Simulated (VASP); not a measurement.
# MoS2 in VASP: single point with r2SCAN

Aim: the single point of MoS2 with r2SCAN.

Everything below comes from runs of VASP 6.6.1. Logs are shortened: lines on timing, memory, paths and dates and some standing lists are left out, and cuts for length are marked.

## Step 1: The cell of the first run

The cell holds a slab with vacuum, 9 atoms: a = 3.184 Å, b = 3.184 Å, c = 28.419 Å, α = 90.00°, β = 90.00°, γ = 120.00°.

## Step 2: Single point, r2SCAN (atom 2 (Mo) moved +0.525 Å along Cartesian [0 0 1])

The input, POSCAR:

```
MoS2
1.0
    3.1842713585      0.0000000000      0.0000000000
   -1.5921356792      2.7576598890      0.0000000000
    0.0000000000      0.0000000000     28.4188140530
Mo S
3 6
Direct
    0.6666666667      0.3333333333      0.0000000000
    0.3333333333      0.6666666667      0.7899097224
    0.3333333333      0.6666666667      0.2285639549
    0.3333333333      0.6666666667      0.0546374042
    0.6666666667      0.3333333333      0.8260779181
    0.6666666667      0.3333333333      0.2831796040
    0.3333333333      0.6666666667      0.9453625958
    0.6666666667      0.3333333333      0.7168203960
    0.6666666667      0.3333333333      0.1739220819
```

The input, INCAR.step1:

```
PREC = Accurate ; ENCUT = 520
ISMEAR = 0 ; SIGMA = 0.05
LREAL = F ; LASPH = T
NELM = 60 ; NBANDS = 49
GGA = PE ; ALGO = Normal
EDIFF = 1E-4 ; LWAVE = T
LCHARG = F
```

The input, INCAR.step2:

```
PREC = Accurate ; ENCUT = 520
EDIFF = 1E-6 ; ISMEAR = 0
SIGMA = 0.05 ; LREAL = F
LASPH = T ; NELM = 60
ALGO = Normal ; ISIF = 2
LWAVE = F ; LCHARG = T
METAGGA = R2SCAN ; LMIXTAU = T
LELF = T ; LVHAR = T
NBANDS = 49 ; ISTART = 1
```

The input, KPOINTS:

```
regular mesh
0
Gamma
  12 12 1
```

Potentials or basis: VASP PAW PBE potentials, release 64 (Mo_sv, S).

Started as:

```console
cat potpaw_PBE.64/Mo_sv/POTCAR potpaw_PBE.64/S/POTCAR > POTCAR
cp INCAR.step1 INCAR
mpirun -np 1 vasp_std > vasp.out
cp INCAR.step2 INCAR
mpirun -np 1 vasp_std > vasp.out
```

OUTCAR:

```text
PREC = Accurate
   ENCUT = 520
   EDIFF = 1E-6
   ISMEAR = 0
   LREAL = F
   LASPH = T
   NELM = 60
   ISIF = 2
   METAGGA = R2SCAN
   ISTART = 1

 ion  position               nearest neighbor table
   1  0.667  0.333  0.000-   4 2.41   7 2.41   4 2.41   7 2.41   4 2.41   7 2.41
   2  0.333  0.667  0.790-   5 2.11   5 2.11   5 2.11   8 2.77   8 2.77   8 2.77
   3  0.333  0.667  0.229-   6 2.41   6 2.41   6 2.41   9 2.41   9 2.41   9 2.41
   4  0.333  0.667  0.055-   1 2.41   1 2.41   1 2.41
   5  0.667  0.333  0.826-   2 2.11   2 2.11   2 2.11
   6  0.667  0.333  0.283-   3 2.41   3 2.41   3 2.41
   7  0.333  0.667  0.945-   1 2.41   1 2.41   1 2.41
   8  0.667  0.333  0.717-   2 2.77   2 2.77   2 2.77
   9  0.667  0.333  0.174-   3 2.41   3 2.41   3 2.41

  LATTYP: Found a hexagonal cell.
 ALAT       =     3.1842713585
 C/A-ratio  =     8.9247463088

  Lattice vectors:

 A1 = (   3.1842713585,   0.0000000000,   0.0000000000)
 A2 = (  -1.5921356792,   2.7576598890,   0.0000000000)
 A3 = (   0.0000000000,   0.0000000000,  28.4188140530)

Analysis of symmetry for initial positions (statically):
=====================================================================
 Subroutine PRICEL returns:
 Original cell was already a primitive cell.

 Routine SETGRP: Setting up the symmetry group for a
 hexagonal supercell.

 Subroutine GETGRP returns: Found  6 space group operations
 (whereof  6 operations were pure point group operations)
 out of a pool of 24 trial point group operations.

The static configuration has the point symmetry C_3v.

Analysis of symmetry for dynamics (positions and initial velocities):
=====================================================================
 Subroutine PRICEL returns:
 Original cell was already a primitive cell.

 Routine SETGRP: Setting up the symmetry group for a
 hexagonal supercell.

 Subroutine GETGRP returns: Found  6 space group operations
 (whereof  6 operations were pure point group operations)
 out of a pool of 24 trial point group operations.

The dynamic configuration has the point symmetry C_3v.

 Subroutine INISYM returns: Found  6 space group operations
 (whereof  6 operations are pure point group operations),
 and found     1 'primitive' translations

----------------------------------------------------------------------------------------

                                     Primitive cell

  volume of cell :     249.5495

[... 102 lines left out ...]
   ISIF   =      2    stress and relaxation
   ISYM   =      2    0-nonsym 1-usesym 2-fastsym
   POTIM  = 0.5000    time-step for ionic-motion
   TEBEG  =    0.0;   TEEND  =   0.0 temperature during run
   PSTRESS=    0.0 pullay stress
   NELECT =      78.0000    total number of electrons
   NUPDOWN=      -1.0000    fix difference up-down
   EMIN   =  10.00;   EMAX   =-10.00  energy-range for DOS
   EFERMI =   0.00;   METHOD = LEGACY
   ISMEAR =     0;   SIGMA  =   0.05  broadening in eV -4-tet -1-fermi 0-gaus
   EFERMI_NEDOS =   21; number of points for ismear=-14 and -15
   IALGO  =     38    algorithm
   IMIX   =      4    mixing-type and parameters
     AMIX     =   0.40;   BMIX     =  1.00
     AMIX_MAG =   1.60;   BMIX_MAG =  1.00
  volume/ion in A,a.u.               =      27.73       187.12
  Fermi-wavevector in a.u.,A,eV,Ry     =   1.111017  2.099518 16.794477  1.234359
  Thomas-Fermi vector in A             =   2.247576
   LORBIT       =      0    0 simple, 1 ext, 2 COOP (PROOUT), +10 PAW based schemes
   METAGGA = R2SCAN    functional components
   LHFCALC =     F    Hartree Fock is set to
   AEXX    =    0.0000 exact exchange contribution
   IVDW    =     0    specifies the selected vdW correction
   LEPSILON=     F    determine dielectric tensor
   LRPA    =     F    only Hartree local field effects (RPA)
 non-spin polarized calculation
 Gauss-broadening in eV      SIGMA  =   0.05
  energy-cutoff  :      520.00
  volume of cell :      249.55
 maximum number of plane-waves:      6761
 NGX is ok and might be reduce to    24
   NGX = 11   NGY = 11   NGZ =105

 number of electron      77.9999998 magnetization

 Free energy of the ion-electron system (eV)
  ---------------------------------------------------
  ext. energy  EPLUGINS =         0.00000000
  ---------------------------------------------------
  free energy    TOTEN  =      -131.68256726 eV

  energy without entropy =     -131.67992415  energy(sigma->0) =     -131.68124571

 E-fermi :   3.3532     XC(G=0):  -7.7575

 val. band max:        3.3247386390   @ k =   0.3333   0.2500   0.0000
 cond. band min:       3.3766862030   @ k =   0.0833   0.0833   0.0000
 fundamental gap:      0.0519475640
 Fermi energy:         3.3532319467

 k-point     1 :       0.0000    0.0000    0.0000
  band No.  band energies     occupation
      1     -61.0749      2.00000
      2     -60.9431      2.00000
      3     -60.1989      2.00000
      4     -34.4871      2.00000
      5     -34.3551      2.00000
      6     -34.2788      2.00000
[... 977 lines left out ...]
     48       6.1445      0.00000
     49       6.9046      0.00000

------------------------ aborting loop because EDIFF is reached ----------------------------------------

  FORCE on cell =-STRESS in cart. coord.  units (eV):
  Direction    XX          YY          ZZ          XY          YZ          ZX
  --------------------------------------------------------------------------------------
  -------------------------------------------------------------------------------------
  Total        9.2645618      9.2645618      1.7072558      0.0000000      0.0000000      0.0000000
  in kB       59.4810659     59.4810659     10.9610572      0.0000000      0.0000000      0.0000000
  external PRESSURE =      43.3077297 kB  Pullay stress =       0.0000000 kB

 VOLUME and BASIS-vectors are now :
 -----------------------------------------------------------------------------
  energy-cutoff  :      520.00
  volume of cell :      249.55
      direct lattice vectors                 reciprocal lattice vectors
     3.184271359  0.000000000  0.000000000     0.314043587  0.181313150  0.000000000
    -1.592135679  2.757659889  0.000000000     0.000000000  0.362626299  0.000000000
     0.000000000  0.000000000 28.418814053     0.000000000  0.000000000  0.035187957

 POSITION                                       TOTAL-FORCE (eV/Angst)
 -----------------------------------------------------------------------------------
      1.59214      0.91922      0.00000         0.000000      0.000000     -0.004161
     -0.00000      1.83844     22.44830         0.000000     -0.000000    -10.047571
     -0.00000      1.83844      6.49552        -0.000000      0.000000     -0.005982
     -0.00000      1.83844      1.55273         0.000000      0.000000      0.008922
      1.59214      0.91922     23.47615        -0.000000     -0.000000      7.268769
      1.59214      0.91922      8.04763        -0.000000     -0.000000      0.006062
     -0.00000      1.83844     26.86608         0.000000      0.000000      0.001232
      1.59214      0.91922     20.37119        -0.000000     -0.000000      2.772420
      1.59214      0.91922      4.94266        -0.000000      0.000000      0.000308
 -----------------------------------------------------------------------------------
    total drift:                               -0.000000     -0.000000     -0.000106

  FREE ENERGIE OF THE ION-ELECTRON SYSTEM (eV)
  ---------------------------------------------------
  free  energy   TOTEN  =      -131.6825672646 eV

  energy  without entropy=     -131.6799241522  energy(sigma->0) =     -131.68124571
```

OUTCAR.step1:

```text
PREC = Accurate
   ENCUT = 520
   ISMEAR = 0
   LREAL = F
[... 1230 lines left out ...]
      1.59214      0.91922      8.04763         0.000000     -0.000000      0.190672
     -0.00000      1.83844     26.86608        -0.000000     -0.000000     -0.131593
      1.59214      0.91922     20.37119         0.000000     -0.000000      2.523627
      1.59214      0.91922      4.94266        -0.000000     -0.000000     -0.135180
 -----------------------------------------------------------------------------------
    total drift:                                0.000000     -0.000000     -0.004282

  FREE ENERGIE OF THE ION-ELECTRON SYSTEM (eV)
  ---------------------------------------------------
  free  energy   TOTEN  =       -62.2302214112 eV

  energy  without entropy=      -62.2271702596  energy(sigma->0) =      -62.22869584
```

OSZICAR.step1:

```text
N       E                     dE             d eps       ncg     rms          rms(c)
DAV:   1     0.689267039061E+03    0.68927E+03   -0.42561E+04  2190   0.142E+03
DAV:   2    -0.207489133176E+02   -0.71002E+03   -0.68871E+03  2275   0.359E+02
DAV:   3    -0.649370143319E+02   -0.44188E+02   -0.43123E+02  2300   0.804E+01
DAV:   4    -0.665298023800E+02   -0.15928E+01   -0.15821E+01  2444   0.146E+01
DAV:   5    -0.665771738270E+02   -0.47371E-01   -0.47309E-01  2388   0.250E+00    0.460E+01
DAV:   6    -0.637433265561E+02    0.28338E+01   -0.26484E+01  1992   0.238E+01    0.174E+01
DAV:   7    -0.651944776638E+02   -0.14512E+01   -0.20754E+01  2187   0.207E+01    0.138E+01
DAV:   8    -0.623533643006E+02    0.28411E+01   -0.14708E+01  2216   0.134E+01    0.506E+00
DAV:   9    -0.622887392708E+02    0.64625E-01   -0.18484E+00  2069   0.556E+00    0.215E+00
DAV:  10    -0.622471733513E+02    0.41566E-01   -0.33977E-01  2247   0.214E+00    0.138E+00
DAV:  11    -0.622326250552E+02    0.14548E-01   -0.69284E-02  2140   0.106E+00    0.475E-01
DAV:  12    -0.622309317505E+02    0.16933E-02   -0.15618E-02  2168   0.417E-01    0.250E-01
DAV:  13    -0.622306443313E+02    0.28742E-03   -0.22863E-03  2063   0.215E-01    0.166E-01
DAV:  14    -0.622303479939E+02    0.29634E-03   -0.63478E-04  2021   0.951E-02    0.102E-01
DAV:  15    -0.622302094610E+02    0.13853E-03   -0.23765E-04  1878   0.776E-02    0.378E-02
DAV:  16    -0.622302214112E+02   -0.11950E-04   -0.68247E-05  1170   0.377E-02
   1 F= -.62230221E+02 E0= -.62228696E+02  d E =-.305115E-02
```

It took 24 min on 1 thread of Intel Xeon Platinum 8259CL at 2.50GHz (Skylake/Cascade Lake), shared host; peak memory 0.47 GiB.

What came out:

```yaml
Free_energy: -131.6826 eV
Largest_force: 10.048 eV/Å
Band_gap_on_the_k_mesh: zero (bands 39 and 40 overlap by 1.45 eV)
```

Forces on the atoms (eV/Å):
```
Mo    0.000   0.000  -0.004
Mo    0.000   0.000 -10.048
Mo    0.000   0.000  -0.006
S     0.000   0.000   0.009
S     0.000   0.000   7.269
S     0.000   0.000   0.006
S     0.000   0.000   0.001
S     0.000   0.000   2.772
S     0.000   0.000   0.000
```

Caveat: the cell differs from its parent crystal (atom 2 (Mo) moved +0.525 Å along Cartesian [0 0 1]); there is no dipole correction, which matters where the two faces differ; the PAW data sets were made with another functional, which shifts forces and pressure a little.

The gap in the log of VASP goes by the Fermi energy; the results here count the filled bands.